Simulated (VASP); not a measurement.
# Pb (Fm-3m) in VASP: settings compared

Pb is run at these levels: RPBE+D4, LDA; tasks: single point.

Everything below comes from runs of VASP 6.6.1. Logs are shortened: lines on timing, memory, paths and dates and some standing lists are left out, and cuts for length are marked.

## (1) The cell of the first run

Symmetry: Fm-3m, No. 225, cubic system. Conventional cell: a = 4.849 Å, b = 4.849 Å, c = 4.849 Å, α = 90.00°, β = 90.00°, γ = 90.00°. Pb (site symmetry m-3m) has 12 Pb at 3.43 Å within 4.5 Å.

## (2) Single point, RPBE+D4

The input, INCAR:

```
PREC = Accurate ; ENCUT = 520
EDIFF = 1E-6 ; ISMEAR = -1
SIGMA = 0.05 ; LREAL = F
LASPH = T ; NELM = 100
ALGO = Normal ; ISIF = 2
LWAVE = F ; LCHARG = F
GGA = RP ; IVDW = 13
NBANDS = 13
```

The input, KPOINTS:

```
Automatic mesh
0
Gamma
  9 9 9
```

The input, POSCAR:

```
Pb
1.0
    0.0000000000      2.4244952108      2.4244952108
    2.4244952108      0.0000000000      2.4244952108
    2.4244952108      2.4244952108      0.0000000000
Pb
1
Direct
    0.0000000000      0.0000000000      0.0000000000
```

Potentials or basis: VASP PAW PBE potentials, release 64 (Pb_d).

Started as:

```
> cat potpaw_PBE.64/Pb_d/POTCAR > POTCAR
> mpirun -np 1 vasp_std > vasp.out
```

OUTCAR:

```text
PREC = Accurate
   ENCUT = 520
   EDIFF = 1E-6
   ISMEAR = -1
   LREAL = F
   LASPH = T
   NELM = 100
   ISIF = 2
   GGA = RP
   IVDW = 13

 ion  position               nearest neighbor table
   1  0.000  0.000  0.000-

  LATTYP: Found a face centered cubic cell.
 ALAT       =     4.8489904216

  Lattice vectors:

 A1 = (   0.0000000000,   2.4244952108,   2.4244952108)
 A2 = (   2.4244952108,   0.0000000000,   2.4244952108)
 A3 = (   2.4244952108,   2.4244952108,   0.0000000000)

Analysis of symmetry for initial positions (statically):
=====================================================================
 Subroutine PRICEL returns:
 Original cell was already a primitive cell.

 Routine SETGRP: Setting up the symmetry group for a
 face centered cubic supercell.

 Subroutine GETGRP returns: Found 48 space group operations
 (whereof 48 operations were pure point group operations)
 out of a pool of 48 trial point group operations.

The static configuration has the point symmetry O_h .

Analysis of symmetry for dynamics (positions and initial velocities):
=====================================================================
 Subroutine PRICEL returns:
 Original cell was already a primitive cell.

 Routine SETGRP: Setting up the symmetry group for a
 face centered cubic supercell.

 Subroutine GETGRP returns: Found 48 space group operations
 (whereof 48 operations were pure point group operations)
 out of a pool of 48 trial point group operations.

The dynamic configuration has the point symmetry O_h .

 Subroutine INISYM returns: Found 48 space group operations
 (whereof 48 operations are pure point group operations),
 and found     1 'primitive' translations

----------------------------------------------------------------------------------------

                                     Primitive cell

  volume of cell :      28.5032

  direct lattice vectors                    reciprocal lattice vectors
     0.000000000  2.424495211  2.424495211    -0.206228496  0.206228496  0.206228496
     2.424495211  0.000000000  2.424495211     0.206228496 -0.206228496  0.206228496
     2.424495211  2.424495211  0.000000000     0.206228496  0.206228496 -0.206228496

  length of vectors
     3.428754009  3.428754009  3.428754009     0.357198232  0.357198232  0.357198232

  position of ions in fractional coordinates (direct lattice)
     0.000000000  0.000000000  0.000000000

  ion indices of the primitive-cell ions
   primitive index   ion index
                 1           1

----------------------------------------------------------------------------------------

 KPOINTS: Automatic mesh

Automatic generation of k-mesh.
 Grid dimensions read from file:
 generate k-points for:    9    9    9

 Generating k-lattice:

  Cartesian coordinates                     Fractional coordinates (reciprocal lattice)
    -0.022914277  0.022914277  0.022914277     0.111111111  0.000000000  0.000000000
     0.022914277 -0.022914277  0.022914277     0.000000000  0.111111111  0.000000000
     0.022914277  0.022914277 -0.022914277     0.000000000  0.000000000  0.111111111

  Length of vectors
     0.039688692  0.039688692  0.039688692

  Shift w.r.t. Gamma in fractional coordinates (k-lattice)
     0.000000000  0.000000000  0.000000000

 Subroutine IBZKPT returns following result:
 ===========================================

 Found     35 irreducible k-points:

 Following reciprocal coordinates:
            Coordinates               Weight
  0.000000  0.000000  0.000000      1.000000
  0.111111  0.000000  0.000000      8.000000
  0.222222  0.000000  0.000000      8.000000
  0.333333  0.000000  0.000000      8.000000
  0.444444  0.000000  0.000000      8.000000
  0.111111  0.111111  0.000000      6.000000
[... 16 lines left out ...]
 -0.333333  0.333333  0.000000     12.000000
  0.444444  0.444444  0.000000      6.000000
 [... further k-points ...]
   k-points           NKPTS =     35   k-points in BZ     NKDIM =     35   number of bands    NBANDS=     13
   number of dos      NEDOS =    301   number of ions     NIONS =      1
   total plane-waves  NPLWV =  21952
   dimension x,y,z NGX =    28 NGY =   28 NGZ =   28
   dimension x,y,z NGXF=    56 NGYF=   56 NGZF=   56
   ions per type =               1
   NGX,Y,Z   is equivalent  to a cutoff of  13.58, 13.58, 13.58 a.u.
   NGXF,Y,Z  is equivalent  to a cutoff of  27.15, 27.15, 27.15 a.u.
 SYSTEM =  unknown system
   PREC   = accura    normal or accurate (medium, high low for compatibility)
   ISTART =      0    job   : 0-new  1-cont  2-samecut
   ICHARG =      2    charge: 1-file 2-atom 10-const
   ISPIN  =      1    spin polarized calculation?
   LNONCOLLINEAR =      F non collinear calculations
   LSORBIT =      F    spin-orbit coupling
   LASPH  =      T    aspherical Exc in radial PAW
   ENCUT  =  520.0 eV  38.22 Ry    6.18 a.u.   6.38  6.38  6.38*2*pi/ulx,y,z
   NELM   =    100;   NELMIN=  2; NELMDL= -5     # of ELM steps
   EDIFF  = 0.1E-05   stopping-criterion for ELM
   LREAL  =      F    real-space projection
   EDIFFG = 0.1E-04   stopping-criterion for IOM
   NSW    =      0    number of steps for IOM
   IBRION =     -1    ionic relax: 0-MD 1-quasi-New 2-CG
   NFREE  =      0    steps in history (QN), initial steepest desc. (CG)
   ISIF   =      2    stress and relaxation
   ISYM   =      2    0-nonsym 1-usesym 2-fastsym
   POTIM  = 0.5000    time-step for ionic-motion
   TEBEG  =    0.0;   TEEND  =   0.0 temperature during run
   PSTRESS=    0.0 pullay stress
   NELECT =      14.0000    total number of electrons
   NUPDOWN=      -1.0000    fix difference up-down
   EMIN   =  10.00;   EMAX   =-10.00  energy-range for DOS
   EFERMI =   0.00;   METHOD = LEGACY
   ISMEAR =    -1;   SIGMA  =   0.05  broadening in eV -4-tet -1-fermi 0-gaus
   EFERMI_NEDOS =   21; number of points for ismear=-14 and -15
   IALGO  =     38    algorithm
   IMIX   =      4    mixing-type and parameters
     AMIX     =   0.40;   BMIX     =  1.00
     AMIX_MAG =   1.60;   BMIX_MAG =  1.00
  volume/ion in A,a.u.               =      28.50       192.35
  Fermi-wavevector in a.u.,A,eV,Ry     =   1.291674  2.440910 22.700248  1.668421
  Thomas-Fermi vector in A             =   2.423429
   LORBIT       =      0    0 simple, 1 ext, 2 COOP (PROOUT), +10 PAW based schemes
   GGA     = RP    functional components
   LHFCALC =     F    Hartree Fock is set to
   AEXX    =    0.0000 exact exchange contribution
   IVDW    =    13    specifies the selected vdW correction
   LEPSILON=     F    determine dielectric tensor
   LRPA    =     F    only Hartree local field effects (RPA)
 non-spin polarized calculation
  energy-cutoff  :      520.00
  volume of cell :       28.50
 maximum number of plane-waves:       779
 NGX is ok and might be reduce to    28
   NGX = 13   NGY = 13   NGZ = 13

 number of electron      14.0000001 magnetization

 Free energy of the ion-electron system (eV)
  ---------------------------------------------------
  ext. energy  EPLUGINS =         0.00000000
  ---------------------------------------------------
  free energy    TOTEN  =        -3.10006370 eV

  energy without entropy =       -3.09670934  energy(sigma->0) =       -3.09838652

 E-fermi :   7.9487     XC(G=0): -10.3915

 val. band max:        7.9445517183   @ k =  -0.2222   0.3333   0.1111
 cond. band min:       8.2586697912   @ k =   0.3333   0.3333   0.0000
 fundamental gap:      0.3141180729
 Fermi energy:         7.9487315119

 k-point     1 :       0.0000    0.0000    0.0000
  band No.  band energies     occupation
      1      -9.0687      2.00000
      2      -9.0687      2.00000
      3      -9.0687      2.00000
      4      -8.9013      2.00000
      5      -8.9013      2.00000
      6      -4.0604      2.00000
      7      16.0661      0.00000
      8      16.0661      0.00000
      9      16.0661      0.00000
     10      17.8786      0.00000
     11      20.2206      0.00000
     12      21.0615      0.00000
     13      21.0615      0.00000

 k-point     2 :       0.1111    0.0000    0.0000
  band No.  band energies     occupation
      1      -9.0703      2.00000
      2      -9.0492      2.00000
      3      -9.0492      2.00000
      4      -8.9018      2.00000
      5      -8.9018      2.00000
      6      -3.8066      2.00000
      7      13.5390      0.00000
      8      15.7637      0.00000
      9      15.7637      0.00000
     10      17.5923      0.00000
     11      21.0287      0.00000
     12      21.6037      0.00000
     13      21.6037      0.00000

 k-point     3 :       0.2222    0.0000    0.0000
  band No.  band energies     occupation
      1      -9.0791      2.00000
      2      -9.0262      2.00000
      3      -9.0262      2.00000
      4      -8.8754      2.00000
      5      -8.8754      2.00000
      6      -3.0425      2.00000
      7       9.8645      0.00000
      8      15.1201      0.00000
      9      15.1201      0.00000
     10      17.3467      0.00000
     11      20.2573      0.00000
     12      21.1210      0.00000
     13      21.1210      0.00000
[... 305 lines left out ...]
 k-point    23 :      -0.3333    0.3333    0.0000
  band No.  band energies     occupation
      1      -9.1389      2.00000
      2      -8.9521      2.00000
      3      -8.8952      2.00000
      4      -8.8654      2.00000
      5      -8.7878      2.00000
      6       0.9914      2.00000
      7       6.1891      2.00000
      8       6.4469      2.00000
      9      11.9931      0.00000
     10      15.2004      0.00000
     11      22.3138      0.00000
     12      23.8709      0.00000
     13      23.9365      0.00000

 k-point    24 :       0.4444    0.4444    0.0000
  band No.  band energies     occupation
      1      -9.2612      2.00000
      2      -9.1566      2.00000
      3      -8.7597      2.00000
      4      -8.7138      2.00000
      5      -8.7138      2.00000
      6       0.9757      2.00000
      7       5.2688      2.00000
      8      10.3617      0.00000
      9      10.3617      0.00000
     10      13.7591      0.00000
     11      14.9837      0.00000
     12      26.7260      0.00000
     13      28.7857      0.00000

 [... further k-points ...]

------------------------ aborting loop because EDIFF is reached ----------------------------------------

  DFT-D4 for vdW energy calculation

  Edisp (eV):   -0.77280

  FORCE on cell =-STRESS in cart. coord.  units (eV):
  Direction    XX          YY          ZZ          XY          YZ          ZX
  --------------------------------------------------------------------------------------
  -------------------------------------------------------------------------------------
  Total       0.64389     0.64389     0.64389    -0.00000    -0.00000     0.00000
  in kB      36.19323    36.19323    36.19323    -0.00000    -0.00000     0.00000
  external pressure =       36.19 kB  Pullay stress =        0.00 kB

 VOLUME and BASIS-vectors are now :
 -----------------------------------------------------------------------------
  energy-cutoff  :      520.00
  volume of cell :       28.50
      direct lattice vectors                 reciprocal lattice vectors
     0.000000000  2.424495211  2.424495211    -0.206228496  0.206228496  0.206228496
     2.424495211  0.000000000  2.424495211     0.206228496 -0.206228496  0.206228496
     2.424495211  2.424495211  0.000000000     0.206228496  0.206228496 -0.206228496

 POSITION                                       TOTAL-FORCE (eV/Angst)
 -----------------------------------------------------------------------------------
      0.00000      0.00000      0.00000         0.000000      0.000000      0.000000
 -----------------------------------------------------------------------------------
    total drift:                               -0.000000     -0.000000     -0.000000

  FREE ENERGIE OF THE ION-ELECTRON SYSTEM (eV)
  ---------------------------------------------------
  free  energy   TOTEN  =        -3.8728648289 eV

  energy  without entropy=       -3.8695104713  energy(sigma->0) =       -3.87118765
```

Run time: 25 s. Hardware: 1 thread of AMD EPYC 7R13, shared host; peak memory 0.13 GiB.

What came out:

| Item | Value |
| --- | --- |
| Free energy | -3.8729 eV |
| Pressure | 3.6 GPa |
| Band gap on the k mesh | zero (band 7 reaches 16.07 eV, above the bottom of band 8 at 6.45 eV) |
| Dispersion energy per atom | -0.773 eV |

Caveat: the PAW data sets were made with another functional, which shifts forces and pressure a little; spin-orbit coupling is left out, which moves the levels of the heavy elements; pairwise dispersion overbinds metals, which lowers pressure and volume.

(Part 1 of 2 ends here.)
